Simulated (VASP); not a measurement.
# ReP2 (P6/mmm) in VASP: single point with PBE

Aim: the single point of ReP2 with PBE.

Program: VASP 6.6.1. These are calculated values, not measurements. Logs are shortened: lines on timing, memory, paths and dates and some standing lists are left out, and cuts for length are marked.

### 1 The cell of the first run

The structure is hexagonal, space group P6/mmm (No. 191). The conventional cell has a = 4.393 Å, b = 4.393 Å, c = 2.590 Å, α = 90.00°, β = 90.00°, γ = 120.00°. Re (site symmetry 6/mmm) has 6 P at 2.54 Å and 2 Re at 2.59 Å within 3.3 Å. P (site symmetry -6m2) has 3 Re at 2.54 Å and 5 P at 2.54 to 2.59 Å within 3.3 Å.

The cell was built from a structure type or drawn by symmetry, and may not be a known phase.

### 2 Single point, PBE

File INCAR:

```
SYSTEM = ReP2
  PREC = Accurate
  ENCUT = 500
  EDIFF = 1E-6
  ISMEAR = 0
  SIGMA = 0.1
  LREAL = .FALSE.
  LASPH = .TRUE.
  NELM = 120
  ALGO = Normal
  ISIF = 2
  LWAVE = .FALSE.
  LCHARG = .TRUE.
  GGA = PE
  LELF = .TRUE.
  LVHAR = .TRUE.
  NBANDS = 20
  GGA_COMPAT = .FALSE.
```

File KPOINTS:

```
Automatic mesh
0
G
  12 12 18
  0 0 0
```

File POSCAR:

```
ReP2
1.0
    4.3932008630      0.0000000000      0.0000000000
   -2.1966004315      3.8046235513      0.0000000000
    0.0000000000      0.0000000000      2.5901595128
Re P
1 2
Direct
    0.0000000000      0.0000000000      0.5000000000
    0.3333333333      0.6666666667      0.5000000000
    0.6666666667      0.3333333333      0.5000000000
```

Potentials or basis: VASP PAW PBE potentials, release 64 (Re_sv_GW, P).

The run is started by

```
$ cat potpaw_PBE.64/Re_sv_GW/POTCAR potpaw_PBE.64/P/POTCAR > POTCAR
$ mpirun -np 1 vasp_std > vasp.out
```

OUTCAR:

```text
SYSTEM = ReP2
   PREC = Accurate
   ENCUT = 500
   EDIFF = 1E-6
   ISMEAR = 0
   LREAL = .FALSE.
   LASPH = .TRUE.
   NELM = 120
   ISIF = 2
   GGA = PE

 ion  position               nearest neighbor table
   1  0.000  0.000  0.500-   2 2.54   3 2.54   3 2.54   2 2.54   3 2.54   2 2.54
   2  0.333  0.667  0.500-   1 2.54   3 2.54   3 2.54   1 2.54   1 2.54   3 2.54
   3  0.667  0.333  0.500-   2 2.54   1 2.54   2 2.54   1 2.54   1 2.54   2 2.54

  LATTYP: Found a hexagonal cell.
 ALAT       =     4.3932008630
 C/A-ratio  =     0.5895836757

  Lattice vectors:

 A1 = (   4.3932008630,   0.0000000000,   0.0000000000)
 A2 = (  -2.1966004315,   3.8046235513,   0.0000000000)
 A3 = (   0.0000000000,   0.0000000000,   2.5901595128)

Analysis of symmetry for initial positions (statically):
=====================================================================
 Subroutine PRICEL returns:
 Original cell was already a primitive cell.

 Routine SETGRP: Setting up the symmetry group for a
 hexagonal supercell.

 Subroutine GETGRP returns: Found 24 space group operations
 (whereof 24 operations were pure point group operations)
 out of a pool of 24 trial point group operations.

The static configuration has the point symmetry D_6h.

Analysis of symmetry for dynamics (positions and initial velocities):
=====================================================================
 Subroutine PRICEL returns:
 Original cell was already a primitive cell.

 Routine SETGRP: Setting up the symmetry group for a
 hexagonal supercell.

 Subroutine GETGRP returns: Found 24 space group operations
 (whereof 24 operations were pure point group operations)
 out of a pool of 24 trial point group operations.

The dynamic configuration has the point symmetry D_6h.

 Subroutine INISYM returns: Found 24 space group operations
 (whereof 24 operations are pure point group operations),
 and found     1 'primitive' translations

----------------------------------------------------------------------------------------

                                     Primitive cell

  volume of cell :      43.2932

  direct lattice vectors                    reciprocal lattice vectors
     4.393200863  0.000000000  0.000000000     0.227624466  0.131419047  0.000000000
    -2.196600431  3.804623551  0.000000000     0.000000000  0.262838093  0.000000000
     0.000000000  0.000000000  2.590159513     0.000000000  0.000000000  0.386076608

  length of vectors
     4.393200863  4.393200863  2.590159513     0.262838093  0.262838093  0.386076608

  position of ions in fractional coordinates (direct lattice)
     0.000000000  0.000000000  0.500000000
     0.333333333  0.666666667  0.500000000
     0.666666667  0.333333333  0.500000000

  ion indices of the primitive-cell ions
   primitive index   ion index
                 1           1
                 2           2
                 3           3

----------------------------------------------------------------------------------------

 KPOINTS: Automatic mesh

Automatic generation of k-mesh.
 Grid dimensions read from file:
 generate k-points for:   12   12   18

 Generating k-lattice:

  Cartesian coordinates                     Fractional coordinates (reciprocal lattice)
     0.018968705  0.010951587  0.000000000     0.083333333  0.000000000  0.000000000
     0.000000000  0.021903174  0.000000000     0.000000000  0.083333333  0.000000000
     0.000000000  0.000000000  0.021448700     0.000000000  0.000000000  0.055555556

  Length of vectors
     0.021903174  0.021903174  0.021448700

  Shift w.r.t. Gamma in fractional coordinates (k-lattice)
     0.000000000  0.000000000  0.000000000

 Subroutine IBZKPT returns following result:
 ===========================================

 Found    190 irreducible k-points:

 Following reciprocal coordinates:
            Coordinates               Weight
  0.000000  0.000000  0.000000      1.000000
  0.083333 -0.000000  0.000000      6.000000
  0.166667  0.000000  0.000000      6.000000
  0.250000  0.000000  0.000000      6.000000
  0.333333  0.000000  0.000000      6.000000
  0.416667 -0.000000  0.000000      6.000000
[... 16 lines left out ...]
  0.250000  0.000000  0.055556     12.000000
  0.333333  0.000000  0.055556     12.000000
 [... further k-points ...]
   k-points           NKPTS =    190   k-points in BZ     NKDIM =    190   number of bands    NBANDS=     20
   number of dos      NEDOS =    301   number of ions     NIONS =      3
   total plane-waves  NPLWV =  20480
   dimension x,y,z NGX =    32 NGY =   32 NGZ =   20
   dimension x,y,z NGXF=    64 NGYF=   64 NGZF=   40
   ions per type =               1   2
   NGX,Y,Z   is equivalent  to a cutoff of  12.11, 12.11, 12.84 a.u.
   NGXF,Y,Z  is equivalent  to a cutoff of  24.22, 24.22, 25.67 a.u.
 SYSTEM =  ReP2
   PREC   = accura    normal or accurate (medium, high low for compatibility)
   ISTART =      0    job   : 0-new  1-cont  2-samecut
   ICHARG =      2    charge: 1-file 2-atom 10-const
   ISPIN  =      1    spin polarized calculation?
   LNONCOLLINEAR =      F non collinear calculations
   LSORBIT =      F    spin-orbit coupling
   LASPH  =      T    aspherical Exc in radial PAW
   ENCUT  =  500.0 eV  36.75 Ry    6.06 a.u.   8.01  8.01  4.72*2*pi/ulx,y,z
   NELM   =    120;   NELMIN=  2; NELMDL= -5     # of ELM steps
   EDIFF  = 0.1E-05   stopping-criterion for ELM
   LREAL  =      F    real-space projection
   EDIFFG = 0.1E-04   stopping-criterion for IOM
   NSW    =      0    number of steps for IOM
   IBRION =     -1    ionic relax: 0-MD 1-quasi-New 2-CG
   NFREE  =      0    steps in history (QN), initial steepest desc. (CG)
   ISIF   =      2    stress and relaxation
   ISYM   =      2    0-nonsym 1-usesym 2-fastsym
   POTIM  = 0.5000    time-step for ionic-motion
   TEBEG  =    0.0;   TEEND  =   0.0 temperature during run
   PSTRESS=    0.0 pullay stress
   NELECT =      25.0000    total number of electrons
   NUPDOWN=      -1.0000    fix difference up-down
   EMIN   =  10.00;   EMAX   =-10.00  energy-range for DOS
   EFERMI =   0.00;   METHOD = LEGACY
   ISMEAR =     0;   SIGMA  =   0.10  broadening in eV -4-tet -1-fermi 0-gaus
   EFERMI_NEDOS =   21; number of points for ismear=-14 and -15
   IALGO  =     38    algorithm
   IMIX   =      4    mixing-type and parameters
     AMIX     =   0.40;   BMIX     =  1.00
     AMIX_MAG =   1.60;   BMIX_MAG =  1.00
  volume/ion in A,a.u.               =      14.43        97.39
  Fermi-wavevector in a.u.,A,eV,Ry     =   1.363270  2.576206 25.286482  1.858504
  Thomas-Fermi vector in A             =   2.489687
   LORBIT       =      0    0 simple, 1 ext, 2 COOP (PROOUT), +10 PAW based schemes
   GGA     = PE    functional components
   LHFCALC =     F    Hartree Fock is set to
   AEXX    =    0.0000 exact exchange contribution
   IVDW    =     0    specifies the selected vdW correction
   LEPSILON=     F    determine dielectric tensor
   LRPA    =     F    only Hartree local field effects (RPA)
 non-spin polarized calculation
 Gauss-broadening in eV      SIGMA  =   0.10
  energy-cutoff  :      500.00
  volume of cell :       43.29
 maximum number of plane-waves:      1125
   NGX = 17   NGY = 17   NGZ =  9

 number of electron      24.9999999 magnetization

 Free energy of the ion-electron system (eV)
  ---------------------------------------------------
  ext. energy  EPLUGINS =         0.00000000
  ---------------------------------------------------
  free energy    TOTEN  =       -24.04271365 eV

  energy without entropy =      -24.03524445  energy(sigma->0) =      -24.03897905

 E-fermi :  11.1929     XC(G=0): -12.3709

 val. band max:       11.1919661378   @ k =   0.4167   0.1667   0.3333
 cond. band min:      11.1947427113   @ k =   0.1667   0.1667   0.1111
 fundamental gap:      0.0027765734
 Fermi energy:        11.1928940762

 k-point     1 :       0.0000    0.0000    0.0000
  band No.  band energies     occupation
      1     -69.0792      2.00000
      2     -31.0142      2.00000
      3     -31.0142      2.00000
      4     -30.3454      2.00000
      5      -4.4888      2.00000
      6       2.3103      2.00000
[... 12 lines left out ...]
     19      20.2786      0.00000
     20      23.0971      0.00000

 k-point     2 :       0.0833   -0.0000    0.0000
  band No.  band energies     occupation
      1     -69.0791      2.00000
      2     -31.0145      2.00000
      3     -31.0143      2.00000
      4     -30.3452      2.00000
      5      -4.4154      2.00000
      6       1.7242      2.00000
[... 12 lines left out ...]
     19      20.2075      0.00000
     20      22.4952      0.00000

 k-point     3 :       0.1667    0.0000    0.0000
  band No.  band energies     occupation
      1     -69.0790      2.00000
      2     -31.0159      2.00000
      3     -31.0144      2.00000
      4     -30.3446      2.00000
      5      -4.1989      2.00000
      6       0.8741      2.00000
[... 12 lines left out ...]
     19      19.8961      0.00000
     20      21.2070      0.00000

 k-point     4 :       0.2500    0.0000    0.0000
  band No.  band energies     occupation
      1     -69.0790      2.00000
      2     -31.0182      2.00000
      3     -31.0149      2.00000
      4     -30.3444      2.00000
      5      -3.8507      2.00000
      6       0.0707      2.00000
[... 12 lines left out ...]
     19      18.8287      0.00000
     20      20.4741      0.00000

 k-point     5 :       0.3333    0.0000    0.0000
  band No.  band energies     occupation
      1     -69.0789      2.00000
      2     -31.0208      2.00000
      3     -31.0153      2.00000
      4     -30.3440      2.00000
      5      -3.3928      2.00000
      6      -0.6695      2.00000
[... 12 lines left out ...]
     19      19.0229      0.00000
     20      19.3821      0.00000
[... 353 lines left out ...]
      6       1.7825      2.00000
[... 12 lines left out ...]
     19      20.8500      0.00000
     20      22.6592      0.00000

 k-point    22 :       0.1667    0.0000    0.0556
  band No.  band energies     occupation
      1     -69.0766      2.00000
      2     -31.0125      2.00000
      3     -31.0108      2.00000
      4     -30.3796      2.00000
      5      -4.1382      2.00000
      6       0.9315      2.00000
[... 12 lines left out ...]
     19      20.4073      0.00000
     20      21.5051      0.00000

 k-point    23 :       0.2500    0.0000    0.0556
  band No.  band energies     occupation
      1     -69.0766      2.00000
      2     -31.0146      2.00000
      3     -31.0113      2.00000
      4     -30.3796      2.00000
      5      -3.7906      2.00000
      6       0.1280      2.00000
[... 12 lines left out ...]
     19      19.1233      0.00000
     20      20.6340      0.00000

 k-point    24 :       0.3333    0.0000    0.0556
  band No.  band energies     occupation
      1     -69.0765      2.00000
      2     -31.0170      2.00000
      3     -31.0117      2.00000
      4     -30.3793      2.00000
      5      -3.3334      2.00000
      6      -0.6120      2.00000
[... 12 lines left out ...]
     19      19.4587      0.00000
     20      19.5614      0.00000

 [... further k-points ...]

------------------------ aborting loop because EDIFF is reached ----------------------------------------

  FORCE on cell =-STRESS in cart. coord.  units (eV):
  Direction    XX          YY          ZZ          XY          YZ          ZX
  --------------------------------------------------------------------------------------
  -------------------------------------------------------------------------------------
  Total       -0.2787326     -0.2787326     -0.2486411      0.0000000     -0.0000000      0.0000000
  in kB      -10.3152341    -10.3152341     -9.2016177      0.0000000     -0.0000000      0.0000000
  external PRESSURE =      -9.9440286 kB  Pullay stress =       0.0000000 kB

 VOLUME and BASIS-vectors are now :
 -----------------------------------------------------------------------------
  energy-cutoff  :      500.00
  volume of cell :       43.29
      direct lattice vectors                 reciprocal lattice vectors
     4.393200863  0.000000000  0.000000000     0.227624466  0.131419047  0.000000000
    -2.196600431  3.804623551  0.000000000     0.000000000  0.262838093  0.000000000
     0.000000000  0.000000000  2.590159513     0.000000000  0.000000000  0.386076608

 POSITION                                       TOTAL-FORCE (eV/Angst)
 -----------------------------------------------------------------------------------
      0.00000      0.00000      1.29508         0.000000     -0.000000      0.000000
     -0.00000      2.53642      1.29508         0.000000      0.000000     -0.000000
      2.19660      1.26821      1.29508        -0.000000      0.000000      0.000000
 -----------------------------------------------------------------------------------
    total drift:                                0.000000     -0.000000      0.000000

  FREE ENERGIE OF THE ION-ELECTRON SYSTEM (eV)
  ---------------------------------------------------
  free  energy   TOTEN  =       -24.0427136507 eV

  energy  without entropy=      -24.0352444540  energy(sigma->0) =      -24.03897905
```

It took 66 s on 1 thread of Intel Xeon 6975P-C (Granite Rapids), shared host; peak memory 0.27 GiB.

What came out:

* Free energy: -24.0427 eV
* Pressure: -1.0 GPa
* Band gap on the k mesh: zero (an odd number of electrons rules out a gap without spin polarisation)

Caveat: spin-orbit coupling is left out, which moves the levels of the heavy elements.
